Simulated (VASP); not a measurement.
# Pd (Fm-3m) in VASP: single point with LDA

Aim: the single point of Pd with LDA.

Everything below comes from runs of VASP 6.6.1. Logs are shortened: lines on timing, memory, paths and dates and some standing lists are left out, and cuts for length are marked.

### Step 1. The cell of the first run

Symmetry: Fm-3m, No. 225, cubic system. Conventional cell: a = 3.893 Å, b = 3.893 Å, c = 3.893 Å, α = 90.00°, β = 90.00°, γ = 90.00°. Pd (site symmetry m-3m) has 12 Pd at 2.75 Å within 3.6 Å.

### Step 2. Single point, LDA

Contents of INCAR:

```
SYSTEM = Pd
PREC     = Accurate       ! precision mode
ENCUT    = 500            ! plane-wave cutoff, eV
EDIFF    = 1E-6           ! SCF threshold, eV
ISMEAR   = -1             ! smearing method
SIGMA    = 0.0272         ! smearing width, eV
LREAL    = .False.        ! projectors in reciprocal space
LASPH    = .True.         ! aspherical terms in the spheres
NELM     = 120            ! most SCF steps
ALGO     = Normal         ! electronic algorithm
ISIF     = 2              ! what is computed and relaxed
LWAVE    = .False.        ! write WAVECAR
LCHARG   = .True.         ! write CHGCAR
LELF     = .True.         ! ELF
LVHAR    = .True.       
NBANDS   = 11             ! bands
GGA_COMPAT= .False.
```

Contents of KPOINTS:

```
Automatic mesh
0
Gamma
  12 12 12
  0 0 0
```

Contents of POSCAR:

```
Pd
1.0
    0.0000000000      1.9465000000      1.9465000000
    1.9465000000      0.0000000000      1.9465000000
    1.9465000000      1.9465000000      0.0000000000
Pd
1
Direct
    0.0000000000      0.0000000000      0.0000000000
```

Potentials or basis: VASP PAW LDA potentials, release 64 (Pd).

Launch:

```sh
$ cat potpaw_LDA.64/Pd/POTCAR > POTCAR
$ mpirun -np 1 vasp_std > vasp.out
```

OUTCAR:

```text
SYSTEM = Pd
   PREC = Accurate
   ENCUT = 500
   EDIFF = 1E-6
   ISMEAR = -1
   LREAL = .False.
   LASPH = .True.
   NELM = 120
   ISIF = 2

 ion  position               nearest neighbor table
   1  0.000  0.000  0.000-

  LATTYP: Found a face centered cubic cell.
 ALAT       =     3.8930000000

  Lattice vectors:

 A1 = (   0.0000000000,   1.9465000000,   1.9465000000)
 A2 = (   1.9465000000,   0.0000000000,   1.9465000000)
 A3 = (   1.9465000000,   1.9465000000,   0.0000000000)

Analysis of symmetry for initial positions (statically):
=====================================================================
 Subroutine PRICEL returns:
 Original cell was already a primitive cell.

 Routine SETGRP: Setting up the symmetry group for a
 face centered cubic supercell.

 Subroutine GETGRP returns: Found 48 space group operations
 (whereof 48 operations were pure point group operations)
 out of a pool of 48 trial point group operations.

The static configuration has the point symmetry O_h .

Analysis of symmetry for dynamics (positions and initial velocities):
=====================================================================
 Subroutine PRICEL returns:
 Original cell was already a primitive cell.

 Routine SETGRP: Setting up the symmetry group for a
 face centered cubic supercell.

 Subroutine GETGRP returns: Found 48 space group operations
 (whereof 48 operations were pure point group operations)
 out of a pool of 48 trial point group operations.

The dynamic configuration has the point symmetry O_h .

 Subroutine INISYM returns: Found 48 space group operations
 (whereof 48 operations are pure point group operations),
 and found     1 'primitive' translations

----------------------------------------------------------------------------------------

                                     Primitive cell

  volume of cell :      14.7500

  direct lattice vectors                    reciprocal lattice vectors
     0.000000000  1.946500000  1.946500000    -0.256871307  0.256871307  0.256871307
     1.946500000  0.000000000  1.946500000     0.256871307 -0.256871307  0.256871307
     1.946500000  1.946500000  0.000000000     0.256871307  0.256871307 -0.256871307

  length of vectors
     2.752766699  2.752766699  2.752766699     0.444914156  0.444914156  0.444914156

  position of ions in fractional coordinates (direct lattice)
     0.000000000  0.000000000  0.000000000

  ion indices of the primitive-cell ions
   primitive index   ion index
                 1           1

----------------------------------------------------------------------------------------

 KPOINTS: Automatic mesh

Automatic generation of k-mesh.
 Grid dimensions read from file:
 generate k-points for:   12   12   12

 Generating k-lattice:

  Cartesian coordinates                     Fractional coordinates (reciprocal lattice)
    -0.021405942  0.021405942  0.021405942     0.083333333  0.000000000  0.000000000
     0.021405942 -0.021405942  0.021405942     0.000000000  0.083333333  0.000000000
     0.021405942  0.021405942 -0.021405942     0.000000000  0.000000000  0.083333333

  Length of vectors
     0.037076180  0.037076180  0.037076180

  Shift w.r.t. Gamma in fractional coordinates (k-lattice)
     0.000000000  0.000000000  0.000000000

 Subroutine IBZKPT returns following result:
 ===========================================

 Found     72 irreducible k-points:

 Following reciprocal coordinates:
            Coordinates               Weight
  0.000000  0.000000  0.000000      1.000000
  0.083333  0.000000  0.000000      8.000000
  0.166667  0.000000  0.000000      8.000000
  0.250000  0.000000  0.000000      8.000000
  0.333333  0.000000  0.000000      8.000000
  0.416667  0.000000  0.000000      8.000000
[... 16 lines left out ...]
  0.500000  0.166667  0.000000     24.000000
 -0.416667  0.166667  0.000000     24.000000
 [... further k-points ...]
   k-points           NKPTS =     72   k-points in BZ     NKDIM =     72   number of bands    NBANDS=     11
   number of dos      NEDOS =    301   number of ions     NIONS =      1
   total plane-waves  NPLWV =   8000
   dimension x,y,z NGX =    20 NGY =   20 NGZ =   20
   dimension x,y,z NGXF=    40 NGYF=   40 NGZF=   40
   ions per type =               1
   NGX,Y,Z   is equivalent  to a cutoff of  12.08, 12.08, 12.08 a.u.
   NGXF,Y,Z  is equivalent  to a cutoff of  24.16, 24.16, 24.16 a.u.
 SYSTEM =  Pd
   PREC   = accura    normal or accurate (medium, high low for compatibility)
   ISTART =      0    job   : 0-new  1-cont  2-samecut
   ICHARG =      2    charge: 1-file 2-atom 10-const
   ISPIN  =      1    spin polarized calculation?
   LNONCOLLINEAR =      F non collinear calculations
   LSORBIT =      F    spin-orbit coupling
   LASPH  =      T    aspherical Exc in radial PAW
   ENCUT  =  500.0 eV  36.75 Ry    6.06 a.u.   5.02  5.02  5.02*2*pi/ulx,y,z
   NELM   =    120;   NELMIN=  2; NELMDL= -5     # of ELM steps
   EDIFF  = 0.1E-05   stopping-criterion for ELM
   LREAL  =      F    real-space projection
   EDIFFG = 0.1E-04   stopping-criterion for IOM
   NSW    =      0    number of steps for IOM
   IBRION =     -1    ionic relax: 0-MD 1-quasi-New 2-CG
   NFREE  =      0    steps in history (QN), initial steepest desc. (CG)
   ISIF   =      2    stress and relaxation
   ISYM   =      2    0-nonsym 1-usesym 2-fastsym
   POTIM  = 0.5000    time-step for ionic-motion
   TEBEG  =    0.0;   TEEND  =   0.0 temperature during run
   PSTRESS=    0.0 pullay stress
   NELECT =      10.0000    total number of electrons
   NUPDOWN=      -1.0000    fix difference up-down
   EMIN   =  10.00;   EMAX   =-10.00  energy-range for DOS
   EFERMI =   0.00;   METHOD = LEGACY
   ISMEAR =    -1;   SIGMA  =   0.03  broadening in eV -4-tet -1-fermi 0-gaus
   EFERMI_NEDOS =   21; number of points for ismear=-14 and -15
   IALGO  =     38    algorithm
   IMIX   =      4    mixing-type and parameters
     AMIX     =   0.40;   BMIX     =  1.00
     AMIX_MAG =   1.60;   BMIX_MAG =  1.00
  volume/ion in A,a.u.               =      14.75        99.54
  Fermi-wavevector in a.u.,A,eV,Ry     =   1.438171  2.717748 28.141404  2.068335
  Thomas-Fermi vector in A             =   2.557167
   LORBIT       =      0    0 simple, 1 ext, 2 COOP (PROOUT), +10 PAW based schemes
   GGA     = CA    functional components
   LHFCALC =     F    Hartree Fock is set to
   AEXX    =    0.0000 exact exchange contribution
   IVDW    =     0    specifies the selected vdW correction
   LEPSILON=     F    determine dielectric tensor
   LRPA    =     F    only Hartree local field effects (RPA)
 non-spin polarized calculation
  energy-cutoff  :      500.00
  volume of cell :       14.75
 maximum number of plane-waves:       388
   NGX =  9   NGY =  9   NGZ =  9

 number of electron      10.0000000 magnetization

 number of electron       9.9999999 magnetization

 Free energy of the ion-electron system (eV)
  ---------------------------------------------------
  ext. energy  EPLUGINS =         0.00000000
  ---------------------------------------------------
  free energy    TOTEN  =        -6.48609428 eV

  energy without entropy =       -6.47885935  energy(sigma->0) =       -6.48247681

 E-fermi :   9.5497     XC(G=0): -13.5194

 val. band max:        9.5487650379   @ k =  -0.4167   0.4167   0.1667
 cond. band min:       9.5500373915   @ k =  -0.4167   0.3333   0.0833
 fundamental gap:      0.0012723536
 Fermi energy:         9.5496879390

 k-point     1 :       0.0000    0.0000    0.0000
  band No.  band energies     occupation
      1       2.3549      2.00000
      2       6.7055      2.00000
      3       6.7055      2.00000
      4       6.7055      2.00000
      5       8.3533      2.00000
      6       8.3533      2.00000
      7      26.7250      0.00000
      8      31.4447      0.00000
      9      31.4447      0.00000
     10      31.4447      0.00000
     11      35.3266      0.00000

 k-point     2 :       0.0833    0.0000    0.0000
  band No.  band energies     occupation
      1       2.6053      2.00000
      2       6.6191      2.00000
      3       6.7910      2.00000
      4       6.7910      2.00000
      5       8.3138      2.00000
      6       8.3138      2.00000
      7      26.9807      0.00000
      8      29.9780      0.00000
      9      31.7337      0.00000
     10      31.7337      0.00000
     11      35.3660      0.00000

 k-point     3 :       0.1667    0.0000    0.0000
  band No.  band energies     occupation
      1       3.2839      2.00000
      2       6.4691      2.00000
      3       6.9655      2.00000
      4       6.9655      2.00000
      5       8.2863      2.00000
      6       8.2863      2.00000
      7      26.7924      0.00000
      8      28.0347      0.00000
      9      32.4835      0.00000
     10      32.4835      0.00000
     11      35.5286      0.00000

 k-point     4 :       0.2500    0.0000    0.0000
  band No.  band energies     occupation
      1       4.0470      2.00000
      2       6.6677      2.00000
      3       7.0065      2.00000
      4       7.0065      2.00000
      5       8.4984      2.00000
      6       8.4984      2.00000
      7      24.0531      0.00000
      8      27.7873      0.00000
      9      33.1105      0.00000
     10      33.1105      0.00000
     11      35.1754      0.00000
[... 239 lines left out ...]
 k-point    22 :       0.4167    0.1667    0.0000
  band No.  band energies     occupation
      1       4.8251      2.00000
      2       6.2947      2.00000
      3       6.8749      2.00000
      4       7.4267      2.00000
      5       9.5137      1.57892
      6      10.7444      0.00000
      7      20.3133      0.00000
      8      26.8166      0.00000
      9      28.0231      0.00000
     10      29.8133      0.00000
     11      35.3778      0.00000

 k-point    23 :       0.5000    0.1667    0.0000
  band No.  band energies     occupation
      1       4.7896      2.00000
      2       6.2364      2.00000
      3       7.2817      2.00000
      4       7.4138      2.00000
      5       9.6001      0.27135
      6      12.6111      0.00000
      7      17.6016      0.00000
      8      25.9562      0.00000
      9      28.2811      0.00000
     10      28.8466      0.00000
     11      35.3838      0.00000

 k-point    24 :      -0.4167    0.1667    0.0000
  band No.  band energies     occupation
      1       4.8410      2.00000
      2       6.2423      2.00000
      3       7.2132      2.00000
      4       7.6228      2.00000
      5       9.3263      1.99946
      6      13.1630      0.00000
      7      17.0970      0.00000
      8      25.3682      0.00000
      9      28.3608      0.00000
     10      29.3361      0.00000
     11      35.3802      0.00000

 [... further k-points ...]

------------------------ aborting loop because EDIFF is reached ----------------------------------------

  FORCE on cell =-STRESS in cart. coord.  units (eV):
  Direction    XX          YY          ZZ          XY          YZ          ZX
  --------------------------------------------------------------------------------------
  -------------------------------------------------------------------------------------
  Total       -0.7810806     -0.7810806     -0.7810806      0.0000000      0.0000000     -0.0000000
  in kB      -84.8424495    -84.8424495    -84.8424495      0.0000000      0.0000000     -0.0000000
  external PRESSURE =     -84.8424495 kB  Pullay stress =       0.0000000 kB

 VOLUME and BASIS-vectors are now :
 -----------------------------------------------------------------------------
  energy-cutoff  :      500.00
  volume of cell :       14.75
      direct lattice vectors                 reciprocal lattice vectors
     0.000000000  1.946500000  1.946500000    -0.256871307  0.256871307  0.256871307
     1.946500000  0.000000000  1.946500000     0.256871307 -0.256871307  0.256871307
     1.946500000  1.946500000  0.000000000     0.256871307  0.256871307 -0.256871307

 POSITION                                       TOTAL-FORCE (eV/Angst)
 -----------------------------------------------------------------------------------
      0.00000      0.00000      0.00000         0.000000      0.000000     -0.000000
 -----------------------------------------------------------------------------------
    total drift:                               -0.000000     -0.000000     -0.000000

  FREE ENERGIE OF THE ION-ELECTRON SYSTEM (eV)
  ---------------------------------------------------
  free  energy   TOTEN  =        -6.4860942776 eV

  energy  without entropy=       -6.4788593516  energy(sigma->0) =       -6.48247681
```

Run time: 5.3 s. Hardware: 1 thread of AMD EPYC 9R45 (Zen 5), shared host; peak memory 0.09 GiB.

What came out:

```
Free energy            : -6.4861 eV
Pressure               : -8.5 GPa
Band gap on the k mesh : zero (band 5 reaches 9.87 eV, above the bottom of band 6 at 8.29 eV)
```

Levels at points of the mesh, in eV from the Fermi level:
```
           k point  band 3  band 4  band 5  band 6  band 7  band 8
(0.00, 0.00, 0.00)   -2.84   -2.84   -1.20   -1.20   17.18   21.90
(0.50, 0.00, 0.00)   -2.88    0.01    0.01    0.99    7.28   16.55
(0.50, 0.50, 0.00)   -0.01    0.32    0.32    3.29   10.75   13.10
```
